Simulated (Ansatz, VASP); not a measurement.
# One calculation of Ca2AlO, two programs

```
Ca Al O
1.0
     4.50959    0.00000    0.00000
     0.00000    4.50959    0.00000
     0.00000    0.00000    3.73072
Ca Al O
2 1 1
Direct
  0.00000 0.50000 0.00000
  0.50000 0.00000 0.00000
  0.50000 0.50000 0.00000
  0.00000 0.00000 0.00000
```

Alike in both runs: task relaxation of cell and atoms; functional PBE; k mesh 4 × 4 × 6; occupations gaussian, width 0.1 eV; no spin polarisation.

|  | VASP | Ansatz |
| --- | --- | --- |
| version | VASP 6.6.1 | Ansatz 0.2.0 |
| potentials or method | VASP PAW PBE potentials, release 64 (Ca_sv, Al, O), cutoff 600 eV | scalar-relativistic, plane waves, PAW |
| valence electrons in the cell | 29 | 29 |

```csv
,VASP,Ansatz,Ansatz less VASP
"gap on the k mesh at the Fermi level, each at its own relaxed structure (eV)",none,none,-
relaxed volume (Å³/atom),26.50,26.77,+0.276
relaxed cell length with the largest relative difference (Å),3.621,3.635,+0.0135
```

A gap of «none» marks a metal or a gap that the smearing closes.

Noted on VASP's run: the volume moved by over 15 % at a fixed basis, so the end points are rough.
